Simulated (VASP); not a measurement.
# CdS (Hawleyite) (F-43m) in VASP: notebook

Aim: see how the results for CdS (Hawleyite) move with the level of theory and the settings. Levels: revPBE, PBEsol+D3(BJ). Tasks: single point, relaxation of cell and atoms.

Program: VASP 6.6.1. These are calculated values, not measurements. Logs are shortened: lines on timing, memory, paths and dates and some standing lists are left out, and cuts for length are marked.

## 1. The cell of the first run

It takes space group F-43m (No. 216, cubic). The conventional cell has a = 5.985 Å, b = 5.985 Å, c = 5.985 Å, α = 90.00°, β = 90.00°, γ = 90.00°. Within 3.4 Å of Cd (site symmetry -43m) lie 4 S at 2.59 Å. Within 3.4 Å of S (site symmetry -43m) lie 4 Cd at 2.59 Å.

## 2. Single point, revPBE

INCAR reads:

```
SYSTEM = CdS
PREC     = Accurate       ! precision mode
ENCUT    = 520            ! plane-wave cutoff, eV
EDIFF    = 1E-6           ! SCF threshold, eV
ISMEAR   = -1             ! smearing method
SIGMA    = 0.05           ! smearing width, eV
LREAL    = .False.        ! projectors in reciprocal space
LASPH    = .True.         ! aspherical terms in the spheres
NELM     = 100            ! most SCF steps
ALGO     = Normal         ! electronic algorithm
ISIF     = 2              ! what is computed and relaxed
LWAVE    = .False.        ! write WAVECAR
LCHARG   = .False.        ! write CHGCAR
GGA      = RE             ! functional
NBANDS   = 16             ! bands
```

KPOINTS reads:

```
Automatic mesh
0
Gamma
  8 8 8
  0 0 0
```

POSCAR reads:

```
CdS
1.0
    0.0000000000      2.9924047542      2.9924047542
    2.9924047542      0.0000000000      2.9924047542
    2.9924047542      2.9924047542      0.0000000000
Cd S
1 1
Direct
    0.0000000000      0.0000000000      0.0000000000
    0.7500000000      0.7500000000      0.7500000000
```

Potentials or basis: VASP PAW PBE potentials, release 64 (Cd, S).

Run with:

```
$ cat potpaw_PBE.64/Cd/POTCAR potpaw_PBE.64/S/POTCAR > POTCAR
$ mpirun -np 1 vasp_std > vasp.out
```

OUTCAR:

```text
SYSTEM = CdS
   PREC = Accurate
   ENCUT = 520
   EDIFF = 1E-6
   ISMEAR = -1
   LREAL = .False.
   LASPH = .True.
   NELM = 100
   ISIF = 2
   GGA = RE

 ion  position               nearest neighbor table
   1  0.000  0.000  0.000-   2 2.59   2 2.59   2 2.59   2 2.59
   2  0.750  0.750  0.750-   1 2.59   1 2.59   1 2.59   1 2.59

  LATTYP: Found a face centered cubic cell.
 ALAT       =     5.9848095084

  Lattice vectors:

 A1 = (   0.0000000000,   2.9924047542,   2.9924047542)
 A2 = (   2.9924047542,   0.0000000000,   2.9924047542)
 A3 = (   2.9924047542,   2.9924047542,   0.0000000000)

Analysis of symmetry for initial positions (statically):
=====================================================================
 Subroutine PRICEL returns:
 Original cell was already a primitive cell.

 Routine SETGRP: Setting up the symmetry group for a
 face centered cubic supercell.

 Subroutine GETGRP returns: Found 24 space group operations
 (whereof 24 operations were pure point group operations)
 out of a pool of 48 trial point group operations.

The static configuration has the point symmetry T_d .

Analysis of symmetry for dynamics (positions and initial velocities):
=====================================================================
 Subroutine PRICEL returns:
 Original cell was already a primitive cell.

 Routine SETGRP: Setting up the symmetry group for a
 face centered cubic supercell.

 Subroutine GETGRP returns: Found 24 space group operations
 (whereof 24 operations were pure point group operations)
 out of a pool of 48 trial point group operations.

The dynamic configuration has the point symmetry T_d .

 Subroutine INISYM returns: Found 24 space group operations
 (whereof 24 operations are pure point group operations),
 and found     1 'primitive' translations

----------------------------------------------------------------------------------------

                                     Primitive cell

  volume of cell :      53.5909

  direct lattice vectors                    reciprocal lattice vectors
     0.000000000  2.992404754  2.992404754    -0.167089696  0.167089696  0.167089696
     2.992404754  0.000000000  2.992404754     0.167089696 -0.167089696  0.167089696
     2.992404754  2.992404754  0.000000000     0.167089696  0.167089696 -0.167089696

  length of vectors
     4.231899387  4.231899387  4.231899387     0.289407842  0.289407842  0.289407842

[... 73 lines left out ...]
   ICHARG =      2    charge: 1-file 2-atom 10-const
   ISPIN  =      1    spin polarized calculation?
   LNONCOLLINEAR =      F non collinear calculations
   LSORBIT =      F    spin-orbit coupling
   LASPH  =      T    aspherical Exc in radial PAW
   ENCUT  =  520.0 eV  38.22 Ry    6.18 a.u.   7.87  7.87  7.87*2*pi/ulx,y,z
   NELM   =    100;   NELMIN=  2; NELMDL= -5     # of ELM steps
   EDIFF  = 0.1E-05   stopping-criterion for ELM
   LREAL  =      F    real-space projection
   EDIFFG = 0.1E-04   stopping-criterion for IOM
   NSW    =      0    number of steps for IOM
   IBRION =     -1    ionic relax: 0-MD 1-quasi-New 2-CG
   NFREE  =      0    steps in history (QN), initial steepest desc. (CG)
   ISIF   =      2    stress and relaxation
   ISYM   =      2    0-nonsym 1-usesym 2-fastsym
   POTIM  = 0.5000    time-step for ionic-motion
   TEBEG  =    0.0;   TEEND  =   0.0 temperature during run
   PSTRESS=    0.0 pullay stress
   NELECT =      18.0000    total number of electrons
   NUPDOWN=      -1.0000    fix difference up-down
   EMIN   =  10.00;   EMAX   =-10.00  energy-range for DOS
   EFERMI =   0.00;   METHOD = LEGACY
   ISMEAR =    -1;   SIGMA  =   0.05  broadening in eV -4-tet -1-fermi 0-gaus
   EFERMI_NEDOS =   21; number of points for ismear=-14 and -15
   IALGO  =     38    algorithm
   IMIX   =      4    mixing-type and parameters
     AMIX     =   0.40;   BMIX     =  1.00
     AMIX_MAG =   1.60;   BMIX_MAG =  1.00
  volume/ion in A,a.u.               =      26.80       180.82
  Fermi-wavevector in a.u.,A,eV,Ry     =   1.137982  2.150474 17.619581  1.295003
  Thomas-Fermi vector in A             =   2.274687
   LORBIT       =      0    0 simple, 1 ext, 2 COOP (PROOUT), +10 PAW based schemes
   GGA     = RE    functional components
   LHFCALC =     F    Hartree Fock is set to
   AEXX    =    0.0000 exact exchange contribution
   IVDW    =     0    specifies the selected vdW correction
   LEPSILON=     F    determine dielectric tensor
   LRPA    =     F    only Hartree local field effects (RPA)
 non-spin polarized calculation
  energy-cutoff  :      520.00
  volume of cell :       53.59
 maximum number of plane-waves:      1459
   NGX = 15   NGY = 15   NGZ = 15

 number of electron      17.9999994 magnetization

 Free energy of the ion-electron system (eV)
  ---------------------------------------------------
  ext. energy  EPLUGINS =         0.00000000
  ---------------------------------------------------
  free energy    TOTEN  =        -5.59198968 eV

  energy without entropy =       -5.59198951  energy(sigma->0) =       -5.59198960

 E-fermi :   1.3798     XC(G=0):  -8.5959

 val. band max:        0.7792983887   @ k =   0.0000   0.0000   0.0000
 cond. band min:       1.8936308000   @ k =   0.0000   0.0000   0.0000
 fundamental gap:      1.1143324114
 Fermi energy:         1.3797767611

 k-point     1 :       0.0000    0.0000    0.0000
  band No.  band energies     occupation
      1     -11.1305      2.00000
      2      -6.7084      2.00000
      3      -6.7084      2.00000
      4      -6.7084      2.00000
      5      -6.3291      2.00000
      6      -6.3291      2.00000
[... 433 lines left out ...]
      3      -6.5457      2.00000
      4      -6.3455      2.00000
      5      -6.3068      2.00000
      6      -5.9183      2.00000
[... 8 lines left out ...]
     15      12.9510      0.00000
     16      13.7139      0.00000

 [... further k-points ...]
[... 5 lines left out ...]
  --------------------------------------------------------------------------------------
  -------------------------------------------------------------------------------------
  Total        0.0863482      0.0863482      0.0863482      0.0000000     -0.0000000      0.0000000
  in kB        2.5815031      2.5815031      2.5815031      0.0000000     -0.0000000      0.0000000
  external PRESSURE =       2.5815031 kB  Pullay stress =       0.0000000 kB

 VOLUME and BASIS-vectors are now :
 -----------------------------------------------------------------------------
  energy-cutoff  :      520.00
  volume of cell :       53.59
      direct lattice vectors                 reciprocal lattice vectors
     0.000000000  2.992404754  2.992404754    -0.167089696  0.167089696  0.167089696
     2.992404754  0.000000000  2.992404754     0.167089696 -0.167089696  0.167089696
     2.992404754  2.992404754  0.000000000     0.167089696  0.167089696 -0.167089696

 POSITION                                       TOTAL-FORCE (eV/Angst)
 -----------------------------------------------------------------------------------
      0.00000      0.00000      0.00000         0.000000      0.000000      0.000000
      4.48861      4.48861      4.48861        -0.000000     -0.000000     -0.000000
 -----------------------------------------------------------------------------------
    total drift:                                0.000001      0.000001      0.000001

  FREE ENERGIE OF THE ION-ELECTRON SYSTEM (eV)
  ---------------------------------------------------
  free  energy   TOTEN  =        -5.5919896849 eV

  energy  without entropy=       -5.5919895141  energy(sigma->0) =       -5.59198960
```

It took 19 s on 1 thread of Intel Xeon 6975P-C, shared host; peak memory 0.18 GiB.

What came out:

| Property | Result |
| --- | --- |
| Free energy | -5.5920 eV |
| Pressure | 0.3 GPa |
| Band gap on the k mesh | 1.11 eV, direct |

Caveat: the PAW data sets were made with another functional, which shifts forces and pressure a little.

## 3. Relaxation of cell and atoms, PBEsol+D3(BJ)

This run uses another cell than the first one, of 24.81 Å³/atom, 0.926 times its volume.

INCAR reads:

```
ALGO = Normal ; EDIFF = 1E-7
EDIFFG = -0.02 ; ENCUT = 600
GGA = PS ; IBRION = 2
ISIF = 3 ; ISMEAR = -1
IVDW = 12 ; LASPH = T
LCHARG = F ; LREAL = F
LWAVE = F ; NELM = 80
NSW = 80 ; PREC = Accurate
SIGMA = 0.05
```

KPOINTS reads:

```
k-points
0
Gamma
  8 8 8
```

POSCAR reads:

```
CdS
1.0
    0.0000000000      2.9165000000      2.9165000000
    2.9165000000      0.0000000000      2.9165000000
    2.9165000000      2.9165000000      0.0000000000
Cd S
1 1
Direct
    0.0000000000      0.0000000000      0.0000000000
    0.7500000000      0.7500000000      0.7500000000
```

Potentials or basis: VASP PAW PBE potentials, release 64 (Cd, S).

Run with:

```
$ cat potpaw_PBE.64/Cd/POTCAR potpaw_PBE.64/S/POTCAR > POTCAR
$ mpirun -np 1 vasp_std > vasp.out
```

OUTCAR:

```text
EDIFF = 1E-7
   EDIFFG = -0.02
   ENCUT = 600
   GGA = PS
   IBRION = 2
   ISIF = 3
   ISMEAR = -1
   IVDW = 12
   LASPH = T
   LREAL = F
   NELM = 80
   NSW = 80
   PREC = Accurate
 IVDW          = 12

 ion  position               nearest neighbor table
   1  0.000  0.000  0.000-   2 2.53   2 2.53   2 2.53   2 2.53
   2  0.750  0.750  0.750-   1 2.53   1 2.53   1 2.53   1 2.53

  LATTYP: Found a face centered cubic cell.
 ALAT       =     5.8330000000

  Lattice vectors:

 A1 = (   0.0000000000,   2.9165000000,   2.9165000000)
 A2 = (   2.9165000000,   0.0000000000,   2.9165000000)
 A3 = (   2.9165000000,   2.9165000000,   0.0000000000)

Analysis of symmetry for initial positions (statically):
=====================================================================
 Subroutine PRICEL returns:
 Original cell was already a primitive cell.

 Routine SETGRP: Setting up the symmetry group for a
 face centered cubic supercell.

 Subroutine GETGRP returns: Found 24 space group operations
 (whereof 24 operations were pure point group operations)
[... 256 lines left out ...]

 val. band max:        1.4472211209   @ k =   0.0000   0.0000   0.0000
 cond. band min:       2.5109898595   @ k =   0.0000   0.0000   0.0000
 fundamental gap:      1.0637687385
 Fermi energy:         2.0163158362

 k-point     1 :       0.0000    0.0000    0.0000
  band No.  band energies     occupation
      1     -11.1084      2.00000
      2      -6.3882      2.00000
      3      -6.3882      2.00000
      4      -6.3882      2.00000
      5      -5.8621      2.00000
      6      -5.8621      2.00000
      7       1.4472      1.99998
      8       1.4472      1.99998
      9       1.4472      1.99998
     10       2.5110      0.00010
     11       7.8830      0.00000
     12       7.8830      0.00000
     13       7.8830      0.00000
[... 354 lines left out ...]
  band No.  band energies     occupation
      1     -10.5729      2.00000
      2      -6.2124      2.00000
      3      -6.1689      2.00000
      4      -5.8937      2.00000
      5      -5.8337      2.00000
      6      -5.3322      2.00000
      7      -2.8909      2.00000
      8      -0.6164      2.00000
      9       0.1399      2.00000
     10       5.8106      0.00000
     11       7.1180      0.00000
     12       8.6231      0.00000
     13       9.7619      0.00000

 [... further k-points ...]

------------------------ aborting loop because EDIFF is reached ----------------------------------------

 Edisp (eV)   -0.55924

 E8    (eV) :    -0.3537
[... 25 lines left out ...]
  FREE ENERGIE OF THE ION-ELECTRON SYSTEM (eV)
  ---------------------------------------------------
  free  energy   TOTEN  =        -7.3651389714 eV

  energy  without entropy=       -7.3651387326  energy(sigma->0) =       -7.36513885

 reached required accuracy - stopping structural energy minimisation
```

CONTCAR:

```text
CdS
   1.00000000000000
    -0.0000000000000000    2.8905132809264669    2.8905132809264669
     2.8905132809264669    0.0000000000000000    2.8905132809264669
     2.8905132809264669    2.8905132809264669   -0.0000000000000000
  Cd              S
     1     1
Direct
     0.0000000000000000    0.0000000000000000    0.0000000000000000
     0.7500000000000000    0.7500000000000000    0.7500000000000000

  0.00000000E+00  0.00000000E+00  0.00000000E+00
  0.00000000E+00  0.00000000E+00  0.00000000E+00
```

Wall time 64 s (1 thread of Intel Xeon 6975P-C, shared host); peak memory 0.23 GiB.

What came out:

```
Free energy                            : -7.3651 eV
Relaxed volume                         : 24.15 Å³/atom
Relaxed cell                           : a = 4.088 Å, b = 4.088 Å, c = 4.088 Å, α = 60.00°, β = 60.00°, γ = 60.00°
Space group after relaxing (to 0.05 Å) : F-43m (No. 216)
Energy gained by relaxing              : 3.5 meV/atom
Ionic steps                            : 3
Pressure after relaxing                : 0.0 GPa
Band gap on the k mesh                 : 1.06 eV, direct
Dispersion energy per atom             : -0.280 eV
```

The path:
| step | energy change (eV) | largest force (eV/Å) | pressure (GPa) | volume (Å³) |
| --- | --- | --- | --- | --- |
| 1 | 0.0000 | 0.0000 | -1.67 | 49.62 |
| 2 | -0.0058 | 0.0000 | 0.74 | 47.78 |
| 3 | -0.0070 | 0.0000 | 0.00 | 48.30 |

Final structure:
```yaml
crystal:
  lattice:
    - [0.00000, 2.89051, 2.89051]
    - [2.89051, 0.00000, 2.89051]
    - [2.89051, 2.89051, 0.00000]
  atoms:
    - { symbol: Cd, position: [0.00000, 0.00000, 0.00000] }
    - { symbol: S, position: [0.75000, 0.75000, 0.75000] }
```

Levels at points of the mesh, in eV from the valence-band top:
| k point | band 5 | band 6 | band 7 | band 8 | band 9 | band 10 | band 11 | band 12 | band 13 |
| --- | --- | --- | --- | --- | --- | --- | --- | --- | --- |
| (0.00, 0.00, 0.00) | -7.31 | -7.31 | 0.00 | 0.00 | 0.00 | 1.06 | 6.44 | 6.44 | 6.44 |
| (0.50, 0.00, 0.00) | -7.27 | -6.90 | -4.65 | -0.80 | -0.80 | 2.93 | 6.91 | 6.91 | 7.40 |
| (0.50, 0.50, 0.00) | -7.21 | -6.84 | -4.14 | -2.01 | -2.01 | 3.34 | 4.28 | 9.19 | 10.83 |

Caveat: the PAW data sets were made with another functional, which shifts forces and pressure a little. Expect the measured gap to be larger: semilocal functionals such as PBEsol lack the derivative discontinuity.
